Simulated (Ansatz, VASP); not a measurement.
## One calculation of NaCl, two programs

Contents of INCAR:

```
SYSTEM = NaCl
PREC = Accurate
ENCUT = 520
EDIFF = 1E-6
ISMEAR = 0
SIGMA = 0.05
LREAL = .False.
LASPH = .True.
NELM = 80
ALGO = Normal
ISIF = 2
LWAVE = .False.
LCHARG = .True.
GGA = PE
LELF = .True.
LVHAR = .True.
NBANDS = 14
```

Contents of KPOINTS:

```
regular mesh
0
Gamma
  6 6 6
  0 0 0
```

Contents of POSCAR:

```
NaCl
1.0
    3.5021900000      0.0000000000      0.0000000000
    0.0000000000      3.5021900000      0.0000000000
    0.0000000000      0.0000000000      3.4146352500
Na Cl
1 1
Direct
    0.0000000000      0.0000000000      0.0000000000
    0.5000000000      0.5000000000      0.5000000000
```

Input for Ansatz:

```yaml
crystal:
  lattice:
    - [3.50219, 0.0, 0.0]
    - [0.0, 3.50219, 0.0]
    - [0.0, 0.0, 3.41463525]
  atoms:
    - { symbol: Na, position: [0.0, 0.0, 0.0] }
    - { symbol: Cl, position: [0.5, 0.5, 0.5] }
basis:
  ecutwfc: 420
kpoints:
  mp_grid: { grid: [6, 6, 6] }
hamiltonian:
  xc: pbe
scf:
  occupations: { method: gaussian, width: 0.05 }
output:
  forces: true
  stress: true
  eigenvalues: true
```

Change from the starting cell: strain +0.000 along x and y, -0.025 along z, atoms carried along.

Alike in both runs: task single point; functional PBE; k mesh 6 × 6 × 6; occupations gaussian, width 0.05 eV; no spin polarisation.

|  | VASP | Ansatz |
| --- | --- | --- |
| version | VASP 6.6.1 | Ansatz 0.2.0 |
| potentials or method | VASP PAW PBE potentials, release 64 (Na_pv, Cl), cutoff 520 eV | scalar-relativistic, plane waves, PAW |
| valence electrons in the cell | 14 | 16 |

```tsv
	VASP	Ansatz	Ansatz less VASP
gap on the k mesh at the Fermi level (eV)	3.95	3.95	0.000
least direct gap on the mesh (eV)	4.42	4.42	0.000
pressure (GPa)	0.8	0.8	+0.05
traceless stress, the component that is largest in VASP (GPa)	1.36	1.36	+0.002
```

The functional is the same, so the differences come from potentials, cutoffs and numerics. VASP's potentials hold 14 valence electrons a cell and Ansatz's 16, so a difference there can come from the potentials and not from the codes.
